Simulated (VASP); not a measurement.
# Sn3P2 (R-3c) in VASP: a series of runs

Runs on Sn3P2. Level: PBE. Tasks: single point.

Program: VASP 6.6.1. These are calculated values, not measurements. Logs are shortened: lines on timing, memory, paths and dates and some standing lists are left out, and cuts for length are marked.

### Step 1. The cell of the first run

It takes space group R-3c (No. 167, trigonal). Conventional cell: a = 7.171 Å, b = 7.171 Å, c = 18.324 Å, α = 90.00°, β = 90.00°, γ = 120.00°. Within 3.7 Å of Sn (site symmetry 2) lie 4 P at 2.79 to 2.85 Å and 2 Sn at 3.54 Å. P (site symmetry 3) has 6 Sn at 2.79 to 2.85 Å within 3.7 Å.

### Step 2. Single point, PBE

INCAR reads:

```
  PREC = Accurate
  ENCUT = 520
  EDIFF = 1E-6
  ISMEAR = 0
  SIGMA = 0.1
  LREAL = False
  LASPH = True
  NELM = 60
  ALGO = Normal
  ISIF = 2
  LWAVE = False
  LCHARG = False
  GGA = PE
  NBANDS = 63
```

KPOINTS reads:

```
Automatic mesh
0
Gamma
  3 3 3
```

POSCAR reads:

```
Sn3P2
1.0
    3.5857143865      2.0702131662      6.1081068877
   -3.5857143865      2.0702131662      6.1081068877
    0.0000000000     -4.1404263326      6.1081068876
Sn P
6 4
Direct
    0.0352890023      0.4647109977      0.7500000000
    0.7500000000      0.0352890023      0.4647109977
    0.4647109977      0.7500000000      0.0352890023
    0.9647109977      0.5352890023      0.2500000000
    0.2500000000      0.9647109977      0.5352890023
    0.5352890023      0.2500000000      0.9647109977
    0.8584156507      0.8584156507      0.8584156507
    0.6415843493      0.6415843493      0.6415843493
    0.1415843493      0.1415843493      0.1415843493
    0.3584156507      0.3584156507      0.3584156507
```

Potentials or basis: VASP PAW PBE potentials, release 64 (Sn_d, P).

On the command line:

```bash
$ cat potpaw_PBE.64/Sn_d/POTCAR potpaw_PBE.64/P/POTCAR > POTCAR
$ mpirun -np 1 vasp_std > vasp.out
```

OUTCAR:

```text
PREC = Accurate
   ENCUT = 520
   EDIFF = 1E-6
   ISMEAR = 0
   LREAL = False
   LASPH = True
   NELM = 60
   ISIF = 2
   GGA = PE

 ion  position               nearest neighbor table
   1  0.035  0.465  0.750-   9 2.79  10 2.79   7 2.85   8 2.85   2 3.54   3 3.54   4 3.72   4 3.72

   2  0.750  0.035  0.465-   9 2.79  10 2.79   7 2.85   8 2.85   3 3.54   1 3.54   5 3.72   5 3.72

   3  0.465  0.750  0.035-  10 2.79   9 2.79   8 2.85   7 2.85   2 3.54   1 3.54   6 3.72   6 3.72

   4  0.965  0.535  0.250-   7 2.79   8 2.79   9 2.85  10 2.85   6 3.54   5 3.54   1 3.72   1 3.72

   5  0.250  0.965  0.535-   7 2.79   8 2.79   9 2.85  10 2.85   6 3.54   4 3.54   2 3.72   2 3.72

   6  0.535  0.250  0.965-   8 2.79   7 2.79  10 2.85   9 2.85   5 3.54   4 3.54   3 3.72   3 3.72

   7  0.858  0.858  0.858-   4 2.79   5 2.79   6 2.79   2 2.85   3 2.85   1 2.85
   8  0.642  0.642  0.642-   4 2.79   6 2.79   5 2.79   3 2.85   2 2.85   1 2.85
   9  0.142  0.142  0.142-   1 2.79   2 2.79   3 2.79   5 2.85   6 2.85   4 2.85
  10  0.358  0.358  0.358-   1 2.79   3 2.79   2 2.79   6 2.85   5 2.85   4 2.85

  LATTYP: Found a trigonal (rhomboedric) cell.
 ALAT       =     7.3791666174
 COS(alpha) =     0.5277556726

  Lattice vectors:

 A1 = (   3.5857143865,   2.0702131662,   6.1081068877)
 A2 = (  -3.5857143865,   2.0702131662,   6.1081068877)
 A3 = (   0.0000000000,  -4.1404263326,   6.1081068876)

Analysis of symmetry for initial positions (statically):
=====================================================================
 Subroutine PRICEL returns:
 Original cell was already a primitive cell.

 Routine SETGRP: Setting up the symmetry group for a
 trigonal (rhombohedral) supercell.

 Subroutine GETGRP returns: Found 12 space group operations
 (whereof  6 operations were pure point group operations)
 out of a pool of 12 trial point group operations.

The static configuration has the point symmetry S_6 .
 The point group associated with its full space group is D_3d.

Analysis of symmetry for dynamics (positions and initial velocities):
=====================================================================
 Subroutine PRICEL returns:
 Original cell was already a primitive cell.

 Routine SETGRP: Setting up the symmetry group for a
 trigonal (rhombohedral) supercell.

 Subroutine GETGRP returns: Found 12 space group operations
 (whereof  6 operations were pure point group operations)
 out of a pool of 12 trial point group operations.

The dynamic configuration has the point symmetry S_6 .
 The point group associated with its full space group is D_3d.

 Subroutine INISYM returns: Found 12 space group operations
 (whereof  6 operations are pure point group operations),
 and found     1 'primitive' translations

----------------------------------------------------------------------------------------

                                     Primitive cell

  volume of cell :     272.0499

  direct lattice vectors                    reciprocal lattice vectors
     3.585714386  2.070213166  6.108106888     0.139442227  0.080507007  0.054572282
    -3.585714386  2.070213166  6.108106888    -0.139442227  0.080507007  0.054572282
     0.000000000 -4.140426333  6.108106888     0.000000000 -0.161014015  0.054572282

  length of vectors
     7.379166617  7.379166617  7.379166617     0.170010726  0.170010726  0.170010726

  position of ions in fractional coordinates (direct lattice)
     0.035289002  0.464710998  0.750000000
     0.750000000  0.035289002  0.464710998
     0.464710998  0.750000000  0.035289002
     0.964710998  0.535289002  0.250000000
     0.250000000  0.964710998  0.535289002
     0.535289002  0.250000000  0.964710998
     0.858415651  0.858415651  0.858415651
     0.641584349  0.641584349  0.641584349
     0.141584349  0.141584349  0.141584349
     0.358415651  0.358415651  0.358415651

  ion indices of the primitive-cell ions
   primitive index   ion index
                 1           1
                 2           2
                 3           3
                 4           4
                 5           5
                 6           6
                 7           7
                 8           8
                 9           9
                10          10

----------------------------------------------------------------------------------------

 KPOINTS: Automatic mesh

Automatic generation of k-mesh.
 Grid dimensions read from file:
 generate k-points for:    3    3    3

 Generating k-lattice:

  Cartesian coordinates                     Fractional coordinates (reciprocal lattice)
     0.046480742  0.026835669  0.018190761     0.333333333  0.000000000  0.000000000
    -0.046480742  0.026835669  0.018190761     0.000000000  0.333333333  0.000000000
     0.000000000 -0.053671338  0.018190761    -0.000000000 -0.000000000  0.333333333

  Length of vectors
     0.056670242  0.056670242  0.056670242

  Shift w.r.t. Gamma in fractional coordinates (k-lattice)
     0.000000000  0.000000000  0.000000000

 Subroutine IBZKPT returns following result:
 ===========================================

 Found      6 irreducible k-points:

 Following reciprocal coordinates:
            Coordinates               Weight
  0.000000  0.000000  0.000000      1.000000
  0.333333 -0.000000 -0.000000      6.000000
  0.333333  0.333333 -0.000000      6.000000
 -0.333333  0.333333  0.000000      6.000000
  0.333333  0.333333  0.333333      2.000000
 -0.333333  0.333333  0.333333      6.000000
   k-points           NKPTS =      6   k-points in BZ     NKDIM =      6   number of bands    NBANDS=     63
   number of dos      NEDOS =    301   number of ions     NIONS =     10
   total plane-waves  NPLWV = 175616
   dimension x,y,z NGX =    56 NGY =   56 NGZ =   56
   dimension x,y,z NGXF=   112 NGYF=  112 NGZF=  112
   ions per type =               6   4
   NGX,Y,Z   is equivalent  to a cutoff of  12.62, 12.62, 12.62 a.u.
   NGXF,Y,Z  is equivalent  to a cutoff of  25.23, 25.23, 25.23 a.u.
 SYSTEM =  unknown system
   PREC   = accura    normal or accurate (medium, high low for compatibility)
   ISTART =      0    job   : 0-new  1-cont  2-samecut
   ICHARG =      2    charge: 1-file 2-atom 10-const
   ISPIN  =      1    spin polarized calculation?
   LNONCOLLINEAR =      F non collinear calculations
   LSORBIT =      F    spin-orbit coupling
   LASPH  =      T    aspherical Exc in radial PAW
   ENCUT  =  520.0 eV  38.22 Ry    6.18 a.u.  13.72 13.72 13.72*2*pi/ulx,y,z
   NELM   =     60;   NELMIN=  2; NELMDL= -5     # of ELM steps
   EDIFF  = 0.1E-05   stopping-criterion for ELM
   LREAL  =      F    real-space projection
   EDIFFG = 0.1E-04   stopping-criterion for IOM
   NSW    =      0    number of steps for IOM
   IBRION =     -1    ionic relax: 0-MD 1-quasi-New 2-CG
   NFREE  =      0    steps in history (QN), initial steepest desc. (CG)
   ISIF   =      2    stress and relaxation
   ISYM   =      2    0-nonsym 1-usesym 2-fastsym
   POTIM  = 0.5000    time-step for ionic-motion
   TEBEG  =    0.0;   TEEND  =   0.0 temperature during run
   PSTRESS=    0.0 pullay stress
   NELECT =     104.0000    total number of electrons
   NUPDOWN=      -1.0000    fix difference up-down
   EMIN   =  10.00;   EMAX   =-10.00  energy-range for DOS
   EFERMI =   0.00;   METHOD = LEGACY
   ISMEAR =     0;   SIGMA  =   0.10  broadening in eV -4-tet -1-fermi 0-gaus
   EFERMI_NEDOS =   21; number of points for ismear=-14 and -15
   IALGO  =     38    algorithm
   IMIX   =      4    mixing-type and parameters
     AMIX     =   0.40;   BMIX     =  1.00
     AMIX_MAG =   1.60;   BMIX_MAG =  1.00
  volume/ion in A,a.u.               =      27.20       183.59
  Fermi-wavevector in a.u.,A,eV,Ry     =   1.188146  2.245270 19.207214  1.411690
  Thomas-Fermi vector in A             =   2.324282
   LORBIT       =      0    0 simple, 1 ext, 2 COOP (PROOUT), +10 PAW based schemes
   GGA     = PE    functional components
   LHFCALC =     F    Hartree Fock is set to
   AEXX    =    0.0000 exact exchange contribution
   IVDW    =     0    specifies the selected vdW correction
   LEPSILON=     F    determine dielectric tensor
   LRPA    =     F    only Hartree local field effects (RPA)
 non-spin polarized calculation
 Gauss-broadening in eV      SIGMA  =   0.10
  energy-cutoff  :      520.00
  volume of cell :      272.05
 maximum number of plane-waves:      7334
   NGX = 27   NGY = 27   NGZ = 27

 number of electron     103.9999959 magnetization

 Free energy of the ion-electron system (eV)
  ---------------------------------------------------
  ext. energy  EPLUGINS =         0.00000000
  ---------------------------------------------------
  free energy    TOTEN  =       -42.61851123 eV

  energy without entropy =      -42.58485838  energy(sigma->0) =      -42.60168481

 E-fermi :   6.2130     XC(G=0):  -9.4835

 val. band max:        6.2089134137   @ k =   0.3333  -0.0000  -0.0000
 cond. band min:       6.2643699586   @ k =  -0.3333   0.3333   0.3333
 fundamental gap:      0.0554565449
 Fermi energy:         6.2129677413

 k-point     1 :       0.0000    0.0000    0.0000
  band No.  band energies     occupation
      1     -15.4153      2.00000
      2     -15.3914      2.00000
      3     -15.3882      2.00000
      4     -15.3876      2.00000
      5     -15.3876      2.00000
      6     -15.3825      2.00000
[... 55 lines left out ...]
     62       8.9669      0.00000
     63       9.5618      0.00000

 k-point     2 :       0.3333   -0.0000   -0.0000
  band No.  band energies     occupation
      1     -15.4092      2.00000
      2     -15.3960      2.00000
      3     -15.3933      2.00000
      4     -15.3919      2.00000
      5     -15.3901      2.00000
      6     -15.3863      2.00000
[... 253 lines left out ...]
     62       9.7267      0.00000
     63       9.7267      0.00000

 k-point     6 :      -0.3333    0.3333    0.3333
  band No.  band energies     occupation
      1     -15.4041      2.00000
      2     -15.4018      2.00000
      3     -15.3943      2.00000
      4     -15.3936      2.00000
      5     -15.3870      2.00000
      6     -15.3868      2.00000
[... 55 lines left out ...]
     62       9.2178      0.00000
     63       9.5082      0.00000

------------------------ aborting loop because EDIFF is reached ----------------------------------------

  FORCE on cell =-STRESS in cart. coord.  units (eV):
  Direction    XX          YY          ZZ          XY          YZ          ZX
  --------------------------------------------------------------------------------------
  -------------------------------------------------------------------------------------
  Total       -0.3849773     -0.3849773     -0.3349477     -0.0000000     -0.0000000     -0.0000000
  in kB       -2.2672380     -2.2672380     -1.9725995     -0.0000000     -0.0000000     -0.0000000
  external PRESSURE =      -2.1690252 kB  Pullay stress =       0.0000000 kB

 VOLUME and BASIS-vectors are now :
 -----------------------------------------------------------------------------
  energy-cutoff  :      520.00
  volume of cell :      272.05
      direct lattice vectors                 reciprocal lattice vectors
     3.585714386  2.070213166  6.108106888     0.139442227  0.080507007  0.054572282
    -3.585714386  2.070213166  6.108106888    -0.139442227  0.080507007  0.054572282
     0.000000000 -4.140426333  6.108106888     0.000000000 -0.161014015  0.054572282

 POSITION                                       TOTAL-FORCE (eV/Angst)
 -----------------------------------------------------------------------------------
     -1.53978     -2.07021      7.63513        -0.023522      0.000000      0.000000
      2.56275     -0.29839      7.63513         0.011761     -0.020371     -0.000000
     -1.02296      2.36860      7.63513         0.011761      0.020371      0.000000
      1.53978      2.07021     10.68919         0.023522      0.000000      0.000000
     -2.56275      0.29839     10.68919        -0.011761      0.020371      0.000000
      1.02296     -2.36860     10.68919        -0.011761     -0.020371     -0.000000
      0.00000     -0.00000     15.72988         0.000000      0.000000     -0.009756
      0.00000     -0.00000     11.75660         0.000000     -0.000000      0.009756
      0.00000     -0.00000      2.59444         0.000000     -0.000000      0.009756
      0.00000     -0.00000      6.56772         0.000000      0.000000     -0.009756
 -----------------------------------------------------------------------------------
    total drift:                               -0.000000     -0.000000      0.000000

  FREE ENERGIE OF THE ION-ELECTRON SYSTEM (eV)
  ---------------------------------------------------
  free  energy   TOTEN  =       -42.6185112325 eV

  energy  without entropy=      -42.5848583845  energy(sigma->0) =      -42.60168481
```

Run time: 60 s. Hardware: 1 thread of Intel Xeon 6975P-C (Granite Rapids), shared host; peak memory 0.44 GiB.

Results:

| Property | Result |
| --- | --- |
| Free energy | -42.6185 eV |
| Pressure | -0.2 GPa |
| Largest force | 0.024 eV/Å |
| Band gap on the k mesh | zero (band 52 reaches 7.25 eV, above the bottom of band 53 at 6.16 eV) |

Forces on the atoms (eV/Å):
```
Sn  -0.024  0.000  0.000
Sn   0.012 -0.020  0.000
Sn   0.012  0.020  0.000
Sn   0.024  0.000  0.000
Sn  -0.012  0.020  0.000
Sn  -0.012 -0.020  0.000
P    0.000  0.000 -0.010
P    0.000  0.000  0.010
P    0.000  0.000  0.010
P    0.000  0.000 -0.010
```

Levels at points of the mesh, in eV from the Fermi level:
| k point | band 49 | band 50 | band 51 | band 52 | band 53 | band 54 | band 55 | band 56 |
| --- | --- | --- | --- | --- | --- | --- | --- | --- |
| (0.00, 0.00, 0.00) | -1.91 | 0.53 | 0.53 | 1.04 | 1.45 | 1.45 | 1.53 | 1.81 |

Caveat: spin-orbit coupling is left out, which moves the levels of the heavy elements.

### Step 3. Single point, PBE

This run uses another cell than the first one, of 22.73 Å³/atom, 0.835 times its volume.

INCAR reads:

```
ALGO = Normal ; EDIFF = 1E-7
ENCUT = 520 ; GGA = PE
ISIF = 2 ; ISMEAR = 0
LASPH = True ; LCHARG = True
LELF = True ; LREAL = False
LVHAR = True ; LWAVE = False
NBANDS = 63 ; NELM = 60
PREC = Accurate ; SIGMA = 0.1
```

KPOINTS reads:

```
k-points
0
Gamma
  3 3 3
```

POSCAR reads:

```
Sn3P2
1.0
    3.3033490093      1.9071894397      6.0125912629
   -3.3033490093      1.9071894397      6.0125912629
    0.0000000000     -3.8143788796      6.0125912629
Sn P
6 4
Direct
    0.0562500000      0.4437500000      0.7500000000
    0.7500000000      0.0562500000      0.4437500000
    0.4437500000      0.7500000000      0.0562500000
    0.9437500000      0.5562500000      0.2500000000
    0.2500000000      0.9437500000      0.5562500000
    0.5562500000      0.2500000000      0.9437500000
    0.8521800000      0.8521800000      0.8521800000
    0.6478200000      0.6478200000      0.6478200000
    0.1478200000      0.1478200000      0.1478200000
    0.3521800000      0.3521800000      0.3521800000
```

Potentials or basis: VASP PAW PBE potentials, release 64 (Sn_d, P).

On the command line:

```bash
$ cat potpaw_PBE.64/Sn_d/POTCAR potpaw_PBE.64/P/POTCAR > POTCAR
$ mpirun -np 1 vasp_std > vasp.out
```

Wall time 71 s (1 thread of Intel Xeon 6975P-C (Granite Rapids), shared host); peak memory 0.41 GiB.

The run converged. Its results:

* Free energy: -41.2076 eV
* Pressure: 10.9 GPa
* Largest force: 0.173 eV/Å
* Band gap on the k mesh: zero (band 52 reaches 9.43 eV, above the bottom of band 53 at 8.24 eV)

Forces on the atoms (eV/Å):
```
Sn  -0.131  0.000  0.000
Sn   0.065 -0.113  0.000
Sn   0.065  0.113  0.000
Sn   0.131  0.000  0.000
Sn  -0.065  0.113  0.000
Sn  -0.065 -0.113  0.000
P    0.000  0.000 -0.173
P    0.000  0.000  0.173
P    0.000  0.000  0.173
P    0.000  0.000 -0.173
```

Stress tensor (GPa, compression positive):
```
11.54  0.00  0.00
 0.00 11.54  0.00
 0.00  0.00  9.69
```

Levels at points of the mesh, in eV from the Fermi level:
```csv
k point,band 50,band 51,band 52,band 53,band 54,band 55
"(0.00, 0.00, 0.00)",0.54,0.54,1.13,1.48,1.48,1.90
```

Caveat: the k points lie up to 0.38 Å⁻¹ apart; spin-orbit coupling is left out, which moves the levels of the heavy elements.
